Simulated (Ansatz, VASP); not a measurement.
## One calculation of Cd2Cl3, two programs

```
Cd Cl
1.0
     5.19365    0.00000    0.00000
     0.00000    5.19365    0.00000
     0.00000    0.00000    5.19365
Cd Cl
2 3
Direct
  0.00000 0.00000 0.00000
  0.50000 0.50000 0.50000
  0.50000 0.00000 0.00000
  0.00000 0.50000 0.00000
  0.00000 0.00000 0.50000
```

Alike in both runs: functional PBE; k mesh 8 × 8 × 8; occupations gaussian, width 0.1 eV; no spin polarisation.

Ansatz relaxed the structure, and its values are those at the end. VASP's run is a single point on that final structure, the one shown.

|  | VASP | Ansatz |
| --- | --- | --- |
| version | VASP 6.6.1 | Ansatz 0.2.0 |
| potentials or method | VASP PAW PBE potentials, release 64 (Cd, Cl), cutoff 520 eV | scalar-relativistic, plane waves, PAW |
| valence electrons in the cell | 45 | 61 |

|  | VASP | Ansatz | Ansatz less VASP |
| --- | --- | --- | --- |
| gap on the k mesh at the Fermi level (eV) | none | none | - |
| pressure (GPa) | 0.2 | 0.0 | -0.15 |

A gap of «none» marks a metal or a gap that the smearing closes. VASP's potentials hold 45 valence electrons a cell and Ansatz's 61, so a difference there can come from the potentials and not from the codes.
